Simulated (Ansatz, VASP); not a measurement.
**SrTiO3: VASP beside Ansatz**

The input INCAR:

```
PREC = Accurate ; ENCUT = 520
EDIFF = 1E-6 ; ISMEAR = -1
SIGMA = 0.05 ; LREAL = False
LASPH = True ; NELM = 80
ALGO = Normal ; ISIF = 2
LWAVE = False ; LCHARG = False
GGA = PE ; NBANDS = 28
```

File KPOINTS:

```
regular mesh
0
Gamma
  7 7 7
```

Contents of POSCAR:

```
SrTiO3
1.0
    3.8522232601      0.0000000000      0.0000000000
    0.0000000000      3.8522232601      0.0000000000
    0.0000000000      0.0000000000      3.8522232601
Sr Ti O
1 1 3
Direct
    0.0000000000      0.0000000000      0.0000000000
    0.5000000000      0.5000000000      0.5000000000
    0.0000000000      0.5000000000      0.5000000000
    0.5000000000      0.0000000000      0.5000000000
    0.5000000000      0.5000000000      0.0000000000
```

Input for Ansatz:

```yaml
crystal:
  lattice:
    - [3.8522232601, 0.0, 0.0]
    - [0.0, 3.8522232601, 0.0]
    - [0.0, 0.0, 3.8522232601]
  atoms:
    - { symbol: Sr, position: [0.0, 0.0, 0.0] }
    - { symbol: Ti, position: [0.5, 0.5, 0.5] }
    - { symbol: O, position: [0.0, 0.5, 0.5] }
    - { symbol: O, position: [0.5, 0.0, 0.5] }
    - { symbol: O, position: [0.5, 0.5, 0.0] }
kpoints:
  mp_grid: { grid: [7, 7, 7] }
  band_path:
    path:
      - [0.0, 0.0, 0.0]
      - [0.0, 0.5, 0.0]
      - [0.5, 0.5, 0.0]
      - [0.0, 0.0, 0.0]
      - [0.5, 0.5, 0.5]
      - [0.0, 0.5, 0.0]
      - [0.5, 0.5, 0.5]
      - [0.5, 0.5, 0.0]
    npoints: 5
scf:
  occupations: { method: fermi_dirac, width: 0.05 }
hamiltonian:
  xc: pbe
  pseudopotentials: { kind: all_electron, lapw: { basis_error: 0.001 } }
output:
  forces: true
  stress: true
  eigenvalues: true
```

Change from the starting cell: volume scaled by 0.96.

Alike in both runs: task single point; functional PBE; k mesh 7 × 7 × 7; occupations fermi-dirac, width 0.05 eV; no spin polarisation.

|  | VASP | Ansatz |
| --- | --- | --- |
| version | VASP 6.6.1 | Ansatz 0.2.0 |
| potentials or method | VASP PAW PBE potentials, release 64 (Sr_sv, Ti_sv, O), cutoff 520 eV | all-electron LAPW, scalar-relativistic |

Ansatz gave:

| Item | Value |
| --- | --- |
| gap on the k mesh at the Fermi level (eV) | 2.03 |
| pressure (GPa) | 12.7 |

Problem. Which values does VASP return?

Solution. gap on the k mesh at the Fermi level (eV): 2.00; pressure (GPa): 13.5.

Ansatz ran all-electron here, and VASP with PAW potentials.
